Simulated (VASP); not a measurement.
Write the native input for VASP 6.6.1 that does the following.

```
Task                   : electric field gradients
Functional             : PBE
Potentials or basis    : VASP PAW PBE potentials, release 64 (Cd)
Cutoff                 : 520 eV
k mesh                 : 14 × 14 × 7
Occupations            : fermi-dirac, width 0.05 eV
Spin                   : no spin polarisation
Dipole correction      : no
Further INCAR settings : ALGO = Normal; EDIFF = 1e-08; NBANDS = 19
```

The structure of Cd lies in POSCAR:

```
Cd
1.0
    2.9788725081      0.0000000000      0.0000000000
   -1.4894362540      2.5797792666      0.0000000000
    0.0000000000      0.0000000000      5.5614735000
Cd
2
Direct
    0.3333333333      0.6666666667      0.2500000000
    0.6666666667      0.3333333333      0.7500000000
```

This cell differs from its parent crystal: zz strain of -1 %.

The input as run:

INCAR

```
PREC = Accurate
ENCUT = 520
EDIFF = 1E-8
ISMEAR = -1
SIGMA = 0.05
LREAL = F
LASPH = T
NELM = 80
ALGO = Normal
ISIF = 2
LWAVE = F
LCHARG = F
GGA = PE
LEFG = T
NBANDS = 19
```

KPOINTS

```
regular mesh
0
Gamma
  14 14 7
```

Potentials or basis: VASP PAW PBE potentials, release 64 (Cd).

Run with:

```console
$ cat potpaw_PBE.64/Cd/POTCAR > POTCAR
$ mpirun -np 1 vasp_std > vasp.out
```

Results of the run:

```
Pressure                                : 3.8 GPa
Band gap on the k mesh                  : zero (bands 12 and 13 overlap by 4.18 eV)
Largest electric field gradient by atom : Cd +76.8 V/Å²
```

Caveat: the cell differs from its parent crystal (zz strain of -1 %); the cell stands under pressure; without QUAD_EFG the Cq values of the log hold for a quadrupole moment of 1 mb, not for the nuclei.

It took 35 s on 1 thread of AMD EPYC 9R45 96-Core Processor (Zen 5), on a shared host, peak memory 0.17 GiB.
